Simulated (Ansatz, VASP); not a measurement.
# One calculation of BiTe, two programs

File INCAR:

```
SYSTEM = BiTe
  PREC = Accurate
  ENCUT = 520
  EDIFF = 1E-6
  ISMEAR = 1
  SIGMA = 0.1
  LREAL = .FALSE.
  LASPH = .TRUE.
  NELM = 150
  ALGO = Normal
  ISIF = 2
  LWAVE = .FALSE.
  LCHARG = .FALSE.
  ISPIN = 2
  MAGMOM = 0.5 0
  LORBIT = 11
  GGA = PE
  ALDAC = 0.0
  AGGAC = 0.0
  NBANDS = 22
```

Contents of KPOINTS:

```
regular mesh
0
G
  7 7 7
  0 0 0
```

The input POSCAR:

```
BiTe
1.0
    0.0000000000      3.2350000000      3.2350000000
    3.2350000000      0.0000000000      3.2350000000
    3.2350000000      3.2350000000      0.0000000000
Bi Te
1 1
Direct
    0.0000000000      0.0000000000      0.0000000000
    0.5000000000      0.5000000000      0.5000000000
```

File input.yaml:

```yaml
crystal:
  lattice:
    - [0.0, 3.235, 3.235]
    - [3.235, 0.0, 3.235]
    - [3.235, 3.235, 0.0]
  atoms:
    - { symbol: Bi, position: [0.0, 0.0, 0.0], spin: 0.5 }
    - { symbol: Te, position: [0.5, 0.5, 0.5] }
hamiltonian:
  xc: { exchange: pbe, correlation: none }
  pseudopotentials: { kind: nc, source: spms }
magnetization:
  spin_polarized: true
kpoints:
  mp_grid: { grid: [7, 7, 7] }
scf:
  occupations: { method: methfessel_paxton, width: 0.1 }
output:
  forces: true
  stress: true
  eigenvalues: true
```

Alike in both runs: task single point; functional PBE exchange alone; k mesh 7 × 7 × 7; occupations methfessel-paxton of order 1, width 0.1 eV; collinear spin.

```csv
,VASP,Ansatz
version,VASP 6.6.1,Ansatz 0.2.0
potentials or method,"VASP PAW PBE potentials, release 64 (Bi_d, Te)",SPMS NC
plane-wave cutoff (eV),520,680
valence electrons in the cell,21,31
```

Ansatz gave:

* gap on the k mesh at the Fermi level (eV): none
* pressure (GPa): 9.4
* net moment per atom (μB): 0.03
* size of the moment on the site where the two differ most (μB): 0.03

Problem. What did VASP give for the same quantities?

Solution. gap on the k mesh at the Fermi level (eV): none; pressure (GPa): 9.5; net moment per atom (μB): 0.10; size of the moment on the site where the two differ most (μB): 0.09.

VASP's potentials were made for PBE, not for PBE exchange alone. Site moments also hang on the region over which each program counts them. A gap of «none» marks a metal or a gap that the smearing closes. VASP's potentials hold 21 valence electrons a cell and Ansatz's 31, so a difference there can come from the potentials and not from the codes.

Neither program's run includes spin-orbit coupling. Noted on Ansatz's run: the potentials were made for another functional, which shifts forces and pressure.
